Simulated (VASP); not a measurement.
A run of VASP 6.6.1:

The input INCAR:

```
SYSTEM = BN
PREC = Accurate
ENCUT = 520
EDIFF = 1E-7
ISMEAR = -1
SIGMA = 0.05
LREAL = Auto
LASPH = .True.
NELM = 80
ALGO = Normal
ISIF = 2
LWAVE = .False.
LCHARG = .True.
GGA = PS
LELF = .True.
LVHAR = .True.
NBANDS = 56
```

File KPOINTS:

```
regular mesh
0
Gamma
  6 4 1
  0 0 0
```

File POSCAR:

```
BN
1.0
    1.8028980000     -1.8028980000      0.0000000000
    0.0000000000      0.0000000000      3.6057950000
  -17.3054280000    -17.3054280000      0.0000000000
B N
10 10
Direct
    0.0012770000      0.0019540000      0.6846320000
    0.0013460000      0.0042270000      0.4740950000
    0.0013020000      0.9528870000      0.2746200000
    0.0013270000      0.0047850000      0.5783630000
    0.0012940000      0.0025170000      0.3703740000
    0.5012940000      0.5025130000      0.6298610000
    0.5013180000      0.5047700000      0.4218740000
    0.5012660000      0.4528980000      0.7256250000
    0.5013580000      0.5042370000      0.5261410000
    0.5012890000      0.5019600000      0.3156070000
    0.0012950000      0.2533090000      0.6302810000
    0.0013150000      0.2547540000      0.4218990000
    0.0012670000      0.2686050000      0.7344180000
    0.0013510000      0.2544030000      0.5261180000
    0.0012870000      0.2590690000      0.3165880000
    0.5013360000      0.7547690000      0.5783380000
    0.5012910000      0.7533120000      0.3699600000
    0.5012790000      0.7590690000      0.6836510000
    0.5013520000      0.7543950000      0.4741210000
    0.5013020000      0.7686010000      0.2658300000
```

Potentials or basis: VASP PAW PBE potentials, release 64 (B, N).

Launch:

```sh
$ cat potpaw_PBE.64/B/POTCAR potpaw_PBE.64/N/POTCAR > POTCAR
$ mpirun -np 1 vasp_std > vasp.out
```

Hardware: 1 thread of AMD EPYC 7R13 Processor (Zen 3), on a shared host.

Question: How long does it take, and how much memory?

Answer: Run time: 6.8 min on 1 thread of AMD EPYC 7R13 Processor (Zen 3), with other jobs on the host, peak memory 0.35 GiB. Counts: scf iterations 25, k points 14.
